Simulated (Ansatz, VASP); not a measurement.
HfN in VASP and in Ansatz

```
Hf N
1.0
     0.02256    2.25600    2.25600
     2.25600    0.02256    2.25600
     2.27856    2.27856    0.00000
Hf N
1 1
Direct
  0.00000 0.00000 0.00000
  0.50000 0.50000 0.50000
```

Change from the starting cell: strain = 0.02.

Alike in both runs: task single point; functional PBE; k mesh 10 × 10 × 10; occupations fermi-dirac, width 0.05 eV; no spin polarisation.

|  | VASP | Ansatz |
| --- | --- | --- |
| version | VASP 6.6.1 | Ansatz 0.2.0 |
| potentials or method | VASP PAW PBE potentials, release 64 (Hf_pv, N), cutoff 600 eV | all-electron LAPW, scalar-relativistic |

```csv
,VASP,Ansatz,Ansatz less VASP
gap on the k mesh at the Fermi level (eV),none,none,-
pressure (GPa),4.1,6.7,+2.57
"traceless stress, the component that is largest in VASP (GPa)",-2.12,-2.11,+0.008
```

A gap of «none» marks a metal or a gap that the smearing closes. Ansatz ran all-electron here, and VASP with PAW potentials.

Spin-orbit coupling is off throughout.
